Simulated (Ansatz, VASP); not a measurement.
# One calculation of Ti, two programs

File POSCAR:

```
Ti
1.0
    0.0000000000      2.1924000000      2.1112000000
    2.1924000000      0.0000000000      2.1112000000
    2.1924000000      2.1924000000      0.0000000000
Ti
1
Direct
    0.0000000000      0.0000000000      0.0000000000
```

File INCAR.step1:

```
ALGO = Normal
EDIFF = 1E-4
ENCUT = 520
GGA = PE
ISMEAR = 0
LASPH = T
LCHARG = F
LREAL = F
LWAVE = T
NBANDS = 12
NELM = 80
PREC = Accurate
SIGMA = 0.15
```

File INCAR.step2:

```
ALGO = Normal
EDIFF = 1E-6
ENCUT = 520
ISIF = 2
ISMEAR = 0
ISTART = 1
LASPH = T
LCHARG = F
LMIXTAU = T
LREAL = F
LWAVE = F
METAGGA = R2SCAN
NBANDS = 12
NELM = 80
PREC = Accurate
SIGMA = 0.15
```

File KPOINTS:

```
k-points
0
Gamma
  20 20 20
```

Input for Ansatz:

```yaml
crystal:
  lattice:
    - [0.0, 2.1924, 2.1112]
    - [2.1924, 0.0, 2.1112]
    - [2.1924, 2.1924, 0.0]
  atoms:
    - { symbol: Ti, position: [0.0, 0.0, 0.0] }
basis:
  ecutwfc: 500
kpoints:
  mp_grid: { grid: [20, 20, 20] }
hamiltonian:
  xc: r2scan
scf:
  occupations: { method: gaussian, width: 0.15 }
output:
  forces: true
  stress: true
  eigenvalues: true
```

Change from the starting cell: strain +0.080 along x and y, +0.040 along z, atoms carried along.

Alike in both runs: task single point; functional r2SCAN; k mesh 20 × 20 × 20; occupations gaussian, width 0.15 eV; no spin polarisation.

|  | VASP | Ansatz |
| --- | --- | --- |
| version | VASP 6.6.1 | Ansatz 0.2.0 |
| potentials or method | VASP PAW PBE potentials, release 64 (Ti_sv), cutoff 520 eV | scalar-relativistic, plane waves, PAW |
| valence electrons in the cell | 12 | 12 |

```tsv
	VASP	Ansatz	Ansatz less VASP
gap on the k mesh at the Fermi level (eV)	none	none	-
pressure (GPa)	-13.1	-13.4	-0.26
traceless stress, the component that is largest in VASP (GPa)	0.86	0.86	0.000
```

VASP's potentials were made for PBE, not for r2SCAN. A gap of «none» marks a metal or a gap that the smearing closes. The functional is the same, so the differences come from potentials, cutoffs and numerics.
